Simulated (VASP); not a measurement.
# Fe (P6/mmm) in VASP: notebook

The runs below take Fe through single point, with PBE.

All numbers are computed with VASP 6.6.1; they aren't measurements. Logs are shortened: lines on timing, memory, paths and dates and some standing lists are left out, and cuts for length are marked.

### Step 1. The cell of the first run

Symmetry: P6/mmm, No. 191, hexagonal system. The conventional cell has a = 3.990 Å, b = 3.990 Å, c = 2.409 Å, α = 90.00°, β = 90.00°, γ = 120.00°. Within 3.2 Å of Fe (site symmetry 6/mmm) lie 14 Fe at 2.41 to 2.60 Å. Within 3.0 Å of Fe (site symmetry -6m2) lie 11 Fe at 2.30 to 2.60 Å.

This isn't the form of Fe at room conditions, which is bcc.

### Step 2. Single point, PBE, collinear spin, ferromagnetic start

File INCAR:

```
SYSTEM = Fe
ALGO = Normal
EDIFF = 1E-6
ENCUT = 520
GGA = PE
ISIF = 2
ISMEAR = -1
ISPIN = 2
LASPH = .True.
LCHARG = .True.
LELF = .True.
LMAXMIX = 4
LORBIT = 11
LREAL = .False.
LVHAR = .True.
LWAVE = .False.
MAGMOM = 2.5 2.5 2.5
NBANDS = 23
NELM = 150
PREC = Accurate
SIGMA = 0.1
```

File KPOINTS:

```
k-points
0
Gamma
  9 9 13
  0 0 0
```

File POSCAR:

```
Fe
1.0
    3.9900286923      0.0000000000      0.0000000000
   -1.9950143462      3.4554662094      0.0000000000
    0.0000000000      0.0000000000      2.4087158559
Fe
3
Direct
    0.0000000000      0.0000000000      0.0000000000
    0.3333333333      0.6666666667      0.5000000000
    0.6666666667      0.3333333333      0.5000000000
```

Potentials or basis: VASP PAW PBE potentials, release 64 (Fe).

Launch:

```sh
$ cat potpaw_PBE.64/Fe/POTCAR > POTCAR
$ mpirun -np 1 vasp_std > vasp.out
```

OUTCAR:

```text
SYSTEM = Fe
   EDIFF = 1E-6
   ENCUT = 520
   GGA = PE
   ISIF = 2
   ISMEAR = -1
   ISPIN = 2
   LASPH = .True.
   LORBIT = 11
   LREAL = .False.
   NELM = 150
   PREC = Accurate

 ion  position               nearest neighbor table
   1  0.000  0.000  0.000-   2 2.60   3 2.60   2 2.60   3 2.60   3 2.60   3 2.60   2 2.60   2 2.60
                             3 2.60   3 2.60   2 2.60   2 2.60
   2  0.333  0.667  0.500-   3 2.30   3 2.30   3 2.30   1 2.60   1 2.60   1 2.60   1 2.60   1 2.60
                             1 2.60
   3  0.667  0.333  0.500-   2 2.30   2 2.30   2 2.30   1 2.60   1 2.60   1 2.60   1 2.60   1 2.60
                             1 2.60

  LATTYP: Found a hexagonal cell.
 ALAT       =     3.9900286923
 C/A-ratio  =     0.6036838433

  Lattice vectors:

 A1 = (   3.9900286923,   0.0000000000,   0.0000000000)
 A2 = (  -1.9950143462,   3.4554662094,   0.0000000000)
 A3 = (   0.0000000000,   0.0000000000,   2.4087158559)

Analysis of symmetry for initial positions (statically):
=====================================================================
 Subroutine PRICEL returns:
 Original cell was already a primitive cell.

 Routine SETGRP: Setting up the symmetry group for a
 hexagonal supercell.

 Subroutine GETGRP returns: Found 24 space group operations
 (whereof 24 operations were pure point group operations)
 out of a pool of 24 trial point group operations.

The static configuration has the point symmetry D_6h.

Analysis of symmetry for dynamics (positions and initial velocities):
=====================================================================
 Subroutine PRICEL returns:
 Original cell was already a primitive cell.

 Routine SETGRP: Setting up the symmetry group for a
 hexagonal supercell.

 Subroutine GETGRP returns: Found 24 space group operations
 (whereof 24 operations were pure point group operations)
 out of a pool of 24 trial point group operations.

The dynamic configuration has the point symmetry D_6h.

Analysis of structural, dynamic, and magnetic symmetry:
=====================================================================
 Subroutine PRICEL returns:
 Original cell was already a primitive cell.

 Routine SETGRP: Setting up the symmetry group for a
 hexagonal supercell.

 Subroutine GETGRP returns: Found 24 space group operations
 (whereof 24 operations were pure point group operations)
 out of a pool of 24 trial point group operations.

The overall configuration has the point symmetry D_6h.

 Subroutine INISYM returns: Found 24 space group operations
 (whereof 24 operations are pure point group operations),
 and found     1 'primitive' translations

----------------------------------------------------------------------------------------

                                     Primitive cell

  volume of cell :      33.2100

  direct lattice vectors                    reciprocal lattice vectors
     3.990028692  0.000000000  0.000000000     0.250624764  0.144698275  0.000000000
    -1.995014346  3.455466209  0.000000000     0.000000000  0.289396550  0.000000000
     0.000000000  0.000000000  2.408715856     0.000000000  0.000000000  0.415158973

  length of vectors
     3.990028692  3.990028692  2.408715856     0.289396550  0.289396550  0.415158973

  position of ions in fractional coordinates (direct lattice)
     0.000000000  0.000000000  0.000000000
     0.333333333  0.666666667  0.500000000
     0.666666667  0.333333333  0.500000000

  ion indices of the primitive-cell ions
   primitive index   ion index
                 1           1
                 2           2
                 3           3

----------------------------------------------------------------------------------------

 KPOINTS: k-points

Automatic generation of k-mesh.
 Grid dimensions read from file:
 generate k-points for:    9    9   13

 Generating k-lattice:

  Cartesian coordinates                     Fractional coordinates (reciprocal lattice)
     0.027847196  0.016077586  0.000000000     0.111111111 -0.000000000  0.000000000
     0.000000000  0.032155172  0.000000000     0.000000000  0.111111111  0.000000000
     0.000000000  0.000000000  0.031935306     0.000000000  0.000000000  0.076923077

  Length of vectors
     0.032155172  0.032155172  0.031935306

  Shift w.r.t. Gamma in fractional coordinates (k-lattice)
     0.000000000  0.000000000  0.000000000

 Subroutine IBZKPT returns following result:
 ===========================================

 Found     84 irreducible k-points:

 Following reciprocal coordinates:
            Coordinates               Weight
  0.000000  0.000000  0.000000      1.000000
  0.111111  0.000000  0.000000      6.000000
  0.222222  0.000000  0.000000      6.000000
  0.333333  0.000000  0.000000      6.000000
  0.444444  0.000000  0.000000      6.000000
  0.111111  0.111111  0.000000      6.000000
[... 16 lines left out ...]
  0.333333  0.222222  0.076923     24.000000
  0.333333  0.333333  0.076923      4.000000
 [... further k-points ...]
   k-points           NKPTS =     84   k-points in BZ     NKDIM =     84   number of bands    NBANDS=     23
   number of dos      NEDOS =    301   number of ions     NIONS =      3
   total plane-waves  NPLWV =  16200
   dimension x,y,z NGX =    30 NGY =   30 NGZ =   18
   dimension x,y,z NGXF=    60 NGYF=   60 NGZF=   36
   ions per type =               3
   NGX,Y,Z   is equivalent  to a cutoff of  12.50, 12.50, 12.42 a.u.
   NGXF,Y,Z  is equivalent  to a cutoff of  25.00, 25.00, 24.85 a.u.
 SYSTEM =  Fe
   PREC   = accura    normal or accurate (medium, high low for compatibility)
   ISTART =      0    job   : 0-new  1-cont  2-samecut
   ICHARG =      2    charge: 1-file 2-atom 10-const
   ISPIN  =      2    spin polarized calculation?
   LNONCOLLINEAR =      F non collinear calculations
   LSORBIT =      F    spin-orbit coupling
   LASPH  =      T    aspherical Exc in radial PAW
   ENCUT  =  520.0 eV  38.22 Ry    6.18 a.u.   7.42  7.42  4.48*2*pi/ulx,y,z
   NELM   =    150;   NELMIN=  2; NELMDL= -5     # of ELM steps
   EDIFF  = 0.1E-05   stopping-criterion for ELM
   LREAL  =      F    real-space projection
   EDIFFG = 0.1E-04   stopping-criterion for IOM
   NSW    =      0    number of steps for IOM
   IBRION =     -1    ionic relax: 0-MD 1-quasi-New 2-CG
   NFREE  =      0    steps in history (QN), initial steepest desc. (CG)
   ISIF   =      2    stress and relaxation
   ISYM   =      2    0-nonsym 1-usesym 2-fastsym
   POTIM  = 0.5000    time-step for ionic-motion
   TEBEG  =    0.0;   TEEND  =   0.0 temperature during run
   PSTRESS=    0.0 pullay stress
   NELECT =      24.0000    total number of electrons
   NUPDOWN=      -1.0000    fix difference up-down
   EMIN   =  10.00;   EMAX   =-10.00  energy-range for DOS
   EFERMI =   0.00;   METHOD = LEGACY
   ISMEAR =    -1;   SIGMA  =   0.10  broadening in eV -4-tet -1-fermi 0-gaus
   EFERMI_NEDOS =   21; number of points for ismear=-14 and -15
   IALGO  =     38    algorithm
   IMIX   =      4    mixing-type and parameters
     AMIX     =   0.40;   BMIX     =  1.00
     AMIX_MAG =   1.60;   BMIX_MAG =  1.00
  volume/ion in A,a.u.               =      11.07        74.70
  Fermi-wavevector in a.u.,A,eV,Ry     =   1.469115  2.776225 29.365444  2.158299
  Thomas-Fermi vector in A             =   2.584531
   LORBIT       =     11    0 simple, 1 ext, 2 COOP (PROOUT), +10 PAW based schemes
   GGA     = PE    functional components
   LHFCALC =     F    Hartree Fock is set to
   AEXX    =    0.0000 exact exchange contribution
   IVDW    =     0    specifies the selected vdW correction
   LEPSILON=     F    determine dielectric tensor
   LRPA    =     F    only Hartree local field effects (RPA)
 spin polarized calculation
  energy-cutoff  :      520.00
  volume of cell :       33.21
 maximum number of plane-waves:       927
 NGX is ok and might be reduce to    30
   NGX = 15   NGY = 15   NGZ =  9

 number of electron      24.0000011 magnetization       1.8664802

 Free energy of the ion-electron system (eV)
  ---------------------------------------------------
  ext. energy  EPLUGINS =         0.00000000
  ---------------------------------------------------
  free energy    TOTEN  =       -23.92154248 eV

  energy without entropy =      -23.71728423  energy(sigma->0) =      -23.81941335

 E-fermi :   6.0953     XC(G=0): -13.2943

 val. band max:        6.0934065693   @ k =   0.4444   0.1111   0.0769
 cond. band min:       6.0980658436   @ k =   0.3333   0.3333   0.3077
 fundamental gap:      0.0046592743
 Fermi energy:         6.0952540202

 spin component 1

 k-point     1 :       0.0000    0.0000    0.0000
  band No.  band energies     occupation
      1      -2.4265      1.00000
      2       1.8947      1.00000
      3       3.1739      1.00000
      4       3.1739      1.00000
      5       3.4610      1.00000
      6       3.4610      1.00000
[... 15 lines left out ...]
     22      16.1098      0.00000
     23      23.2302      0.00000

 k-point     2 :       0.1111    0.0000    0.0000
  band No.  band energies     occupation
      1      -2.2538      1.00000
      2       1.9128      1.00000
      3       2.8196      1.00000
      4       3.0550      1.00000
      5       3.3766      1.00000
      6       3.7533      1.00000
[... 15 lines left out ...]
     22      17.1264      0.00000
     23      23.4976      0.00000

 k-point     3 :       0.2222    0.0000    0.0000
  band No.  band energies     occupation
      1      -1.7495      1.00000
      2       1.8566      1.00000
      3       2.3906      1.00000
      4       3.0089      1.00000
      5       3.0608      1.00000
      6       3.7985      1.00000
[... 15 lines left out ...]
     22      19.6546      0.00000
     23      24.2700      0.00000
[... 495 lines left out ...]
 k-point    23 :       0.3333    0.2222    0.0769
  band No.  band energies     occupation
      1       0.4250      1.00000
      2       1.1688      1.00000
      3       1.4766      1.00000
      4       3.2195      1.00000
      5       3.4574      1.00000
      6       3.6035      1.00000
[... 15 lines left out ...]
     22      24.6831      0.00000
     23      25.6861      0.00000

 k-point    24 :       0.3333    0.3333    0.0769
  band No.  band energies     occupation
      1       0.7994      1.00000
      2       1.1968      1.00000
      3       1.1968      1.00000
      4       3.4267      1.00000
      5       3.4535      1.00000
      6       3.4535      1.00000
[... 15 lines left out ...]
     22      25.9575      0.00000
     23      25.9575      0.00000

 [... further k-points ...]

 spin component 2

 k-point     1 :       0.0000    0.0000    0.0000
  band No.  band energies     occupation
      1      -2.3977      1.00000
      2       2.3533      1.00000
      3       3.6024      1.00000
      4       3.6024      1.00000
      5       3.7665      1.00000
      6       3.7665      1.00000
[... 15 lines left out ...]
     22      16.2444      0.00000
     23      23.3239      0.00000

 k-point     2 :       0.1111    0.0000    0.0000
  band No.  band energies     occupation
      1      -2.2246      1.00000
      2       2.3713      1.00000
      3       3.2175      1.00000
      4       3.4431      1.00000
      5       3.6191      1.00000
      6       4.0975      1.00000
[... 15 lines left out ...]
     22      17.3163      0.00000
     23      23.5969      0.00000

 k-point     3 :       0.2222    0.0000    0.0000
  band No.  band energies     occupation
      1      -1.7184      1.00000
      2       2.2721      1.00000
      3       2.8160      1.00000
      4       3.2393      1.00000
      5       3.3765      1.00000
      6       4.1311      1.00000
[... 15 lines left out ...]
     22      19.8151      0.00000
     23      24.3834      0.00000
[... 495 lines left out ...]
 k-point    23 :       0.3333    0.2222    0.0769
  band No.  band energies     occupation
      1       0.5243      1.00000
      2       1.3299      1.00000
      3       1.7608      1.00000
      4       3.5735      1.00000
      5       3.7131      1.00000
      6       3.9712      1.00000
[... 15 lines left out ...]
     22      24.7932      0.00000
     23      25.6919      0.00000

 k-point    24 :       0.3333    0.3333    0.0769
  band No.  band energies     occupation
      1       0.9937      1.00000
      2       1.3561      1.00000
      3       1.3561      1.00000
      4       3.6972      1.00000
      5       3.6972      1.00000
      6       4.0162      1.00000
[... 15 lines left out ...]
     22      25.9666      0.00000
     23      25.9666      0.00000

 [... further k-points ...]

------------------------ aborting loop because EDIFF is reached ----------------------------------------

  FORCE on cell =-STRESS in cart. coord.  units (eV):
  Direction    XX          YY          ZZ          XY          YZ          ZX
  --------------------------------------------------------------------------------------
  -------------------------------------------------------------------------------------
  Total       -3.0232227     -3.0232227     -0.7949203      0.0000000      0.0000000      0.0000000
  in kB     -145.8520333   -145.8520333    -38.3500516      0.0000000      0.0000000      0.0000000
  external PRESSURE =    -110.0180394 kB  Pullay stress =       0.0000000 kB

 VOLUME and BASIS-vectors are now :
 -----------------------------------------------------------------------------
  energy-cutoff  :      520.00
  volume of cell :       33.21
      direct lattice vectors                 reciprocal lattice vectors
     3.990028692  0.000000000  0.000000000     0.250624764  0.144698275  0.000000000
    -1.995014346  3.455466209  0.000000000     0.000000000  0.289396550  0.000000000
     0.000000000  0.000000000  2.408715856     0.000000000  0.000000000  0.415158973

 POSITION                                       TOTAL-FORCE (eV/Angst)
 -----------------------------------------------------------------------------------
      0.00000      0.00000      0.00000         0.000000      0.000000      0.000000
     -0.00000      2.30364      1.20436         0.000000     -0.000000      0.000000
      1.99501      1.15182      1.20436        -0.000000      0.000000     -0.000000
 -----------------------------------------------------------------------------------
    total drift:                               -0.000000      0.000000      0.000000

  FREE ENERGIE OF THE ION-ELECTRON SYSTEM (eV)
  ---------------------------------------------------
  free  energy   TOTEN  =       -23.9215424759 eV

  energy  without entropy=      -23.7172842255  energy(sigma->0) =      -23.81941335

 total charge

# of ion       s       p       d       tot
------------------------------------------
    1        0.478   0.543   6.241   7.262
    2        0.510   0.558   6.307   7.376
    3        0.510   0.558   6.307   7.376
--------------------------------------------------
tot          1.499   1.659  18.856  22.014

 magnetization (x)

# of ion       s       p       d       tot
------------------------------------------
    1        0.002  -0.008   1.416   1.410
    2       -0.011  -0.026   0.266   0.229
    3       -0.011  -0.026   0.266   0.229
--------------------------------------------------
tot         -0.021  -0.059   1.948   1.868
```

Wall time 5.3 min (1 thread of AMD EPYC 7R43 (Zen 3), shared host); peak memory 0.17 GiB.

Results:

* Free energy: -23.9215 eV
* Pressure: -11.0 GPa
* Net moment: 1.87 μB per cell
* Site moments: Fe +1.41, +0.23 (each value once) μB
* Valence electrons inside the program's atomic spheres: Fe 7.26, 7.38 (each value once)

Stress tensor (GPa, compression positive):
```
-14.59   0.00   0.00
  0.00 -14.59   0.00
  0.00   0.00  -3.84
```

Levels at points of the mesh, in eV from the Fermi level:
Spin up:
| k point | band 10 | band 11 | band 12 | band 13 | band 14 | band 15 | band 16 | band 17 |
| --- | --- | --- | --- | --- | --- | --- | --- | --- |
| (0.00, 0.00, 0.00) | -1.48 | -1.02 | -1.02 | -0.66 | -0.66 | 0.62 | 0.62 | 7.04 |
Spin down:
```
           k point  band 9  band 10  band 11  band 12  band 13  band 14
(0.00, 0.00, 0.00)   -0.76    -0.76    -0.34    -0.34     0.03     0.03
```

Caveat: the stress differs along the axes, from -15 to -4 GPa.

### Step 3. Single point, PBE, collinear spin, ferromagnetic start

This run uses another cell than the first one, of 12.13 Å³/atom.

File INCAR:

```
PREC     = Accurate       # precision mode
ENCUT    = 520            # plane-wave cutoff, eV
EDIFF    = 1E-7           # SCF threshold, eV
ISMEAR   = -1             # smearing method
SIGMA    = 0.1            # smearing width, eV
LREAL    = F              # projectors in reciprocal space
LASPH    = T              # aspherical terms in the spheres
NELM     = 150            # most SCF steps
ALGO     = Normal         # electronic algorithm
ISIF     = 2              # what is computed and relaxed
LWAVE    = F              # write WAVECAR
LCHARG   = F              # write CHGCAR
ISPIN    = 2              # spin polarisation
MAGMOM   = 2.5 2.5 2.5    # initial moments
LORBIT   = 11             # projections on sites
LMAXMIX  = 4              # l up to which the mixer works
GGA      = PE             # functional
NBANDS   = 23             # bands
```

File KPOINTS:

```
Automatic mesh
0
Gamma
  9 9 13
```

File POSCAR:

```
Fe
1.0
    4.1925524838      0.0000000000      0.0000000000
   -2.0962762419      3.6308569577      0.0000000000
    0.0000000000      0.0000000000      2.3908877635
Fe
3
Direct
    0.0000000000      0.0000000000      0.0000000000
    0.3333333333      0.6666666667      0.5000000000
    0.6666666667      0.3333333333      0.5000000000
```

Potentials or basis: VASP PAW PBE potentials, release 64 (Fe).

Launch:

```sh
$ cat potpaw_PBE.64/Fe/POTCAR > POTCAR
$ mpirun -np 1 vasp_std > vasp.out
```

Run time: 2.2 min. Hardware: 1 thread of AMD EPYC 7R43 (Zen 3), shared host; peak memory 0.19 GiB.

The run converged. Its results:

* Free energy: -24.1743 eV
* Pressure: -1.8 GPa
* Net moment: 7.50 μB per cell
* Site moments: Fe +2.59, +2.45 (each value once) μB
* Valence electrons inside the program's atomic spheres: Fe 7.11, 7.19 (each value once)

Stress tensor (GPa, compression positive):
```
-1.69  0.00  0.00
 0.00 -1.69  0.00
 0.00  0.00 -1.94
```

Levels at points of the mesh, in eV from the Fermi level:
Spin up:
```tsv
k point	band 14	band 15	band 16	band 17	band 18	band 19
(0.00, 0.00, 0.00)	-1.53	-0.56	-0.56	5.57	5.57	5.61
```
Spin down:
| k point | band 5 | band 6 | band 7 | band 8 | band 9 | band 10 | band 11 | band 12 |
| --- | --- | --- | --- | --- | --- | --- | --- | --- |
| (0.00, 0.00, 0.00) | -1.64 | -1.64 | -1.60 | -0.93 | 0.20 | 0.20 | 1.36 | 1.36 |
